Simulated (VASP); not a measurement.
# Li7Cl8 (a cell with a defect) in VASP: notebook

Runs on Li7Cl8 (a cell with a defect). Level: PBE+D3(BJ). Tasks: single point.

Everything below comes from runs of VASP 6.6.1. Logs are shortened: lines on timing, memory, paths and dates and some standing lists are left out, and cuts for length are marked.

### Step 1. The cell of the first run

The cell holds a defect, 15 atoms: a = 7.346 Å, b = 7.346 Å, c = 7.346 Å, α = 60.00°, β = 60.00°, γ = 60.00°.

### Step 2. Single point, PBE+D3(BJ)

Contents of INCAR:

```
PREC     = Accurate       # precision mode
ENCUT    = 520            # plane-wave cutoff, eV
EDIFF    = 1E-7           # SCF threshold, eV
ISMEAR   = -1             # smearing method
SIGMA    = 0.05           # smearing width, eV
LREAL    = Auto         
LASPH    = T              # aspherical terms in the spheres
NELM     = 60             # most SCF steps
ALGO     = Normal         # electronic algorithm
ISIF     = 2              # what is computed and relaxed
LWAVE    = F              # write WAVECAR
LCHARG   = F              # write CHGCAR
GGA      = PE             # functional
IVDW     = 12             # dispersion correction
NBANDS   = 52             # bands
```

Contents of KPOINTS:

```
Automatic mesh
0
Gamma
  2 2 2
```

Contents of POSCAR:

```
Li7Cl8
1.0
    0.0000000000      5.1944300000      5.1944300000
    5.1944300000      0.0000000000      5.1944300000
    5.1944300000      5.1944300000      0.0000000000
Li Cl
7 8
Direct
    0.0680825423     -0.1106473665      0.0121957558
    0.0860922180     -0.0020791502      0.4331177819
   -0.0029647141      0.5027885639     -0.0020791502
   -0.0613253042      0.5400496301      0.5248217803
    0.5397127308      0.0305519566     -0.0670140901
    0.5405212892      0.4805147052     -0.0270289522
    0.4905158025      0.4726505122      0.5506571462
    0.2562648837      0.2673151818      0.2145086179
    0.2801173565      0.2084059271      0.7428630283
    0.1754475467      0.7265956034      0.3249538448
    0.2273396696      0.7576577218      0.7513047630
    0.7471272113      0.1858144204      0.2943730111
    0.7436908381      0.2571119449      0.7396480461
    0.8003573058      0.7461646417      0.2159043437
    0.7344212936      0.6979014059      0.8119658942
```

Potentials or basis: VASP PAW PBE potentials, release 64 (Li_sv, Cl).

On the command line:

```bash
cat potpaw_PBE.64/Li_sv/POTCAR potpaw_PBE.64/Cl/POTCAR > POTCAR
mpirun -np 1 vasp_std > vasp.out
```

OUTCAR:

```text
PREC = Accurate
   ENCUT = 520
   EDIFF = 1E-7
   ISMEAR = -1
   LREAL = Auto
   LASPH = T
   NELM = 60
   ISIF = 2
   GGA = PE
   IVDW = 12
 IVDW          = 12

 ion  position               nearest neighbor table
   1  0.068  0.889  0.012-  11 2.11  14 2.18  10 2.34
   2  0.086  0.998  0.433-  10 2.19   8 2.31  11 2.47  12 2.62
   3  0.997  0.503  0.998-  15 2.36  14 2.41   8 2.48  11 2.52
   4  0.939  0.540  0.525-  10 2.21  15 2.36  14 2.41  13 2.51
   5  0.540  0.031  0.933-  13 2.24   9 2.38  15 2.49
   6  0.541  0.481  0.973-  15 2.16  13 2.38   8 2.60
   7  0.491  0.473  0.551-  13 2.31   9 2.50  11 2.55
   8  0.256  0.267  0.215-   2 2.31   3 2.48   6 2.60
   9  0.280  0.208  0.743-   5 2.38   7 2.50
  10  0.175  0.727  0.325-   2 2.19   4 2.21   1 2.34
  11  0.227  0.758  0.751-   1 2.11   2 2.47   3 2.52   7 2.55
  12  0.747  0.186  0.294-   2 2.62
  13  0.744  0.257  0.740-   5 2.24   7 2.31   6 2.38   4 2.51
  14  0.800  0.746  0.216-   1 2.18   4 2.41   3 2.41
  15  0.734  0.698  0.812-   6 2.16   3 2.36   4 2.36   5 2.49

  LATTYP: Found a face centered cubic cell.
 ALAT       =    10.3888600000

  Lattice vectors:

 A1 = (   0.0000000000,   5.1944300000,   5.1944300000)
 A2 = (   5.1944300000,   0.0000000000,   5.1944300000)
 A3 = (   5.1944300000,   5.1944300000,   0.0000000000)

Analysis of symmetry for initial positions (statically):
=====================================================================
 Subroutine PRICEL returns:
 Original cell was already a primitive cell.

 Routine SETGRP: Setting up the symmetry group for a
 face centered cubic supercell.

 Subroutine GETGRP returns: Found  1 space group operations
 (whereof  1 operations were pure point group operations)
 out of a pool of 48 trial point group operations.

The static configuration has the point symmetry C_1 .

Analysis of symmetry for dynamics (positions and initial velocities):
=====================================================================
 Subroutine PRICEL returns:
 Original cell was already a primitive cell.

 Routine SETGRP: Setting up the symmetry group for a
 face centered cubic supercell.

 Subroutine GETGRP returns: Found  1 space group operations
 (whereof  1 operations were pure point group operations)
 out of a pool of 48 trial point group operations.

The dynamic configuration has the point symmetry C_1 .

 Subroutine INISYM returns: Found  1 space group operations
 (whereof  1 operations are pure point group operations),
 and found     1 'primitive' translations

----------------------------------------------------------------------------------------

                                     Primitive cell

  volume of cell :     280.3133

  direct lattice vectors                    reciprocal lattice vectors
     0.000000000  5.194430000  5.194430000    -0.096256952  0.096256952  0.096256952
     5.194430000  0.000000000  5.194430000     0.096256952 -0.096256952  0.096256952
     5.194430000  5.194430000  0.000000000     0.096256952  0.096256952 -0.096256952

  length of vectors
     7.346033355  7.346033355  7.346033355     0.166721932  0.166721932  0.166721932

  position of ions in fractional coordinates (direct lattice)
     0.068082542  0.889352634  0.012195756
     0.086092218  0.997920850  0.433117782
     0.997035286  0.502788564  0.997920850
     0.938674696  0.540049630  0.524821780
     0.539712731  0.030551957  0.932985910
     0.540521289  0.480514705  0.972971048
     0.490515802  0.472650512  0.550657146
     0.256264884  0.267315182  0.214508618
     0.280117356  0.208405927  0.742863028
     0.175447547  0.726595603  0.324953845
     0.227339670  0.757657722  0.751304763
     0.747127211  0.185814420  0.294373011
     0.743690838  0.257111945  0.739648046
     0.800357306  0.746164642  0.215904344
     0.734421294  0.697901406  0.811965894

  ion indices of the primitive-cell ions
   primitive index   ion index
                 1           1
                 2           2
                 3           3
                 4           4
                 5           5
                 6           6
                 7           7
                 8           8
                 9           9
                10          10
                11          11
                12          12
                13          13
                14          14
                15          15

----------------------------------------------------------------------------------------

 KPOINTS: Automatic mesh

Automatic generation of k-mesh.
 Grid dimensions read from file:
 generate k-points for:    2    2    2

 Generating k-lattice:

  Cartesian coordinates                     Fractional coordinates (reciprocal lattice)
    -0.048128476  0.048128476  0.048128476     0.500000000  0.000000000  0.000000000
     0.048128476 -0.048128476  0.048128476     0.000000000  0.500000000  0.000000000
     0.048128476  0.048128476 -0.048128476     0.000000000  0.000000000  0.500000000

  Length of vectors
     0.083360966  0.083360966  0.083360966

  Shift w.r.t. Gamma in fractional coordinates (k-lattice)
     0.000000000  0.000000000  0.000000000

 Subroutine IBZKPT returns following result:
 ===========================================

 Found      8 irreducible k-points:

 Following reciprocal coordinates:
            Coordinates               Weight
  0.000000  0.000000  0.000000      1.000000
  0.500000  0.000000  0.000000      1.000000
  0.000000  0.500000  0.000000      1.000000
  0.000000  0.000000  0.500000      1.000000
  0.500000  0.500000  0.500000      1.000000
  0.500000  0.500000  0.000000      1.000000
  0.000000  0.500000  0.500000      1.000000
  0.500000  0.000000  0.500000      1.000000
   k-points           NKPTS =      8   k-points in BZ     NKDIM =      8   number of bands    NBANDS=     52
   number of dos      NEDOS =    301   number of ions     NIONS =     15
   total plane-waves  NPLWV = 175616
   dimension x,y,z NGX =    56 NGY =   56 NGZ =   56
   dimension x,y,z NGXF=   112 NGYF=  112 NGZF=  112
   ions per type =               7   8
   NGX,Y,Z   is equivalent  to a cutoff of  12.67, 12.67, 12.67 a.u.
   NGXF,Y,Z  is equivalent  to a cutoff of  25.35, 25.35, 25.35 a.u.
 SYSTEM =  unknown system
   PREC   = accura    normal or accurate (medium, high low for compatibility)
   ISTART =      0    job   : 0-new  1-cont  2-samecut
   ICHARG =      2    charge: 1-file 2-atom 10-const
   ISPIN  =      1    spin polarized calculation?
   LNONCOLLINEAR =      F non collinear calculations
   LSORBIT =      F    spin-orbit coupling
   LASPH  =      T    aspherical Exc in radial PAW
   ENCUT  =  520.0 eV  38.22 Ry    6.18 a.u.  13.66 13.66 13.66*2*pi/ulx,y,z
   NELM   =     60;   NELMIN=  2; NELMDL= -5     # of ELM steps
   EDIFF  = 0.1E-06   stopping-criterion for ELM
   LREAL  =      T    real-space projection
   EDIFFG = 0.1E-05   stopping-criterion for IOM
   NSW    =      0    number of steps for IOM
   IBRION =     -1    ionic relax: 0-MD 1-quasi-New 2-CG
   NFREE  =      0    steps in history (QN), initial steepest desc. (CG)
   ISIF   =      2    stress and relaxation
   ISYM   =      2    0-nonsym 1-usesym 2-fastsym
   POTIM  = 0.5000    time-step for ionic-motion
   TEBEG  =    0.0;   TEEND  =   0.0 temperature during run
   PSTRESS=    0.0 pullay stress
   NELECT =      77.0000    total number of electrons
   NUPDOWN=      -1.0000    fix difference up-down
   EMIN   =  10.00;   EMAX   =-10.00  energy-range for DOS
   EFERMI =   0.00;   METHOD = LEGACY
   ISMEAR =    -1;   SIGMA  =   0.05  broadening in eV -4-tet -1-fermi 0-gaus
   EFERMI_NEDOS =   21; number of points for ismear=-14 and -15
   IALGO  =     38    algorithm
   IMIX   =      4    mixing-type and parameters
     AMIX     =   0.40;   BMIX     =  1.00
     AMIX_MAG =   1.60;   BMIX_MAG =  1.00
  volume/ion in A,a.u.               =      18.69       126.11
  Fermi-wavevector in a.u.,A,eV,Ry     =   1.064201  2.011049 15.408934  1.132525
  Thomas-Fermi vector in A             =   2.199712
   LORBIT       =      0    0 simple, 1 ext, 2 COOP (PROOUT), +10 PAW based schemes
   GGA     = PE    functional components
   LHFCALC =     F    Hartree Fock is set to
   AEXX    =    0.0000 exact exchange contribution
   IVDW    =    12    specifies the selected vdW correction
   LEPSILON=     F    determine dielectric tensor
   LRPA    =     F    only Hartree local field effects (RPA)
 non-spin polarized calculation
  energy-cutoff  :      520.00
  volume of cell :      280.31
 maximum number of plane-waves:      7631
 NGX is ok and might be reduce to    56
   NGX = 27   NGY = 27   NGZ = 27

 number of electron      76.9999986 magnetization

 Free energy of the ion-electron system (eV)
  ---------------------------------------------------
  ext. energy  EPLUGINS =         0.00000000
  ---------------------------------------------------
  free energy    TOTEN  =       -51.17965204 eV

  energy without entropy =      -51.08112827  energy(sigma->0) =      -51.13039015

 E-fermi :   0.0691     XC(G=0):  -8.3222

 val. band max:        0.0521880587   @ k =   0.0000   0.5000   0.0000
 cond. band min:       0.0804523941   @ k =   0.5000   0.5000   0.5000
 fundamental gap:      0.0282643354
 Fermi energy:         0.0691368424

 k-point     1 :       0.0000    0.0000    0.0000
  band No.  band energies     occupation
      1     -43.8765      2.00000
      2     -43.6186      2.00000
      3     -43.5717      2.00000
      4     -43.4027      2.00000
      5     -43.3815      2.00000
      6     -43.3806      2.00000
[... 42 lines left out ...]
     49       8.6080      0.00000
     50       8.6872      0.00000

 k-point     2 :       0.5000    0.0000    0.0000
  band No.  band energies     occupation
      1     -43.8764      2.00000
      2     -43.6186      2.00000
      3     -43.5717      2.00000
      4     -43.4027      2.00000
      5     -43.3815      2.00000
      6     -43.3806      2.00000
[... 42 lines left out ...]
     49       9.1626      0.00000
     50       9.2673      0.00000

 k-point     3 :       0.0000    0.5000    0.0000
  band No.  band energies     occupation
      1     -43.8764      2.00000
      2     -43.6186      2.00000
      3     -43.5717      2.00000
      4     -43.4027      2.00000
      5     -43.3814      2.00000
      6     -43.3807      2.00000
[... 254 lines left out ...]
     49       9.2830      0.00000
     50       9.3813      0.00000

 k-point     8 :       0.5000    0.0000    0.5000
  band No.  band energies     occupation
      1     -43.8764      2.00000
      2     -43.6186      2.00000
      3     -43.5717      2.00000
      4     -43.4026      2.00000
      5     -43.3813      2.00000
      6     -43.3807      2.00000
[... 42 lines left out ...]
     49       9.2477      0.00000
     50       9.4300      0.00000
 [bands above 50 left out]

------------------------ aborting loop because EDIFF is reached ----------------------------------------

 Edisp (eV)   -3.05340

 E8    (eV) :    -1.1404

  FORCE on cell =-STRESS in cart. coord.  units (eV):
  Direction    XX          YY          ZZ          XY          YZ          ZX
  --------------------------------------------------------------------------------------
  -------------------------------------------------------------------------------------
  Total       0.76096    -0.85091     2.31580     1.00180     0.60181     0.20956
  in kB       4.34937    -4.86350    13.23637     5.72596     3.43975     1.19777
  external pressure =        4.24 kB  Pullay stress =        0.00 kB

 VOLUME and BASIS-vectors are now :
 -----------------------------------------------------------------------------
  energy-cutoff  :      520.00
  volume of cell :      280.31
      direct lattice vectors                 reciprocal lattice vectors
     0.000000000  5.194430000  5.194430000    -0.096256952  0.096256952  0.096256952
     5.194430000  0.000000000  5.194430000     0.096256952 -0.096256952  0.096256952
     5.194430000  5.194430000  0.000000000     0.096256952  0.096256952 -0.096256952

 POSITION                                       TOTAL-FORCE (eV/Angst)
 -----------------------------------------------------------------------------------
      4.68303      0.41700      4.97333         0.852279      0.013395      0.572817
      7.43343      2.69700      5.63083         0.628053      0.002083      0.002676
      7.79533     10.36266      7.79073        -0.093403      0.141656      0.016734
      5.53140      7.60203      7.68113        -0.150822      0.030481     -0.372652
      5.00503      7.64983      2.96220        -0.005319      0.150238     -0.390629
      7.55003      7.86173      5.30370         0.050891      0.078849     -0.808825
      5.31550      5.40830      5.00310        -0.078612     -0.361748     -0.064271
      2.50280      2.44540      2.71970        -0.226272     -0.005776     -0.023293
      4.94130      5.31380      2.53760         0.409846     -0.016671     -0.080665
      5.46220      2.59930      4.68560        -0.834345      0.616474      0.919632
      7.83820      5.08350      5.11650        -1.264950     -0.036384      0.178504
      2.49430      5.41000      4.84610         0.222397     -0.213247      0.400017
      5.17760      7.70510      5.19860        -0.101435      0.134724      0.477122
      4.99740      5.27890      8.03330         0.335267     -0.523738     -1.232017
      7.84290      8.03260      7.44010         0.256424     -0.010335      0.404851
 -----------------------------------------------------------------------------------
    total drift:                               -0.000311      0.002498     -0.004570

  FREE ENERGIE OF THE ION-ELECTRON SYSTEM (eV)
  ---------------------------------------------------
  free  energy   TOTEN  =       -54.2330494376 eV

  energy  without entropy=      -54.1345256637  energy(sigma->0) =      -54.18378755
```

It took 5.2 min on 1 thread of Intel Xeon Platinum 8375C at 2.90GHz (Ice Lake), shared host; peak memory 0.41 GiB.

What came out:

```
Free energy                : -54.2330 eV
Largest force              : 1.386 eV/Å
Dispersion energy per atom : -0.204 eV
```

Forces on the atoms (eV/Å):
```
Li   0.852  0.013  0.573
Li   0.628  0.002  0.003
Li  -0.093  0.142  0.017
Li  -0.151  0.030 -0.373
Li  -0.005  0.150 -0.391
Li   0.051  0.079 -0.809
Li  -0.079 -0.362 -0.064
Cl  -0.226 -0.006 -0.023
Cl   0.410 -0.017 -0.081
Cl  -0.834  0.616  0.920
Cl  -1.265 -0.036  0.179
Cl   0.222 -0.213  0.400
Cl  -0.101  0.135  0.477
Cl   0.335 -0.524 -1.232
Cl   0.256 -0.010  0.405
```

Caveat: the k points lie up to 0.52 Å⁻¹ apart; the cutoff is under 1.25 times the usual one of these potentials, so pressure, stress and relaxed cells hold a basis-set (Pulay) error; an odd number of electrons without spin polarisation forces a metal; a magnetic or distorted state may lie lower.

(Continued in part 2 of 2.)
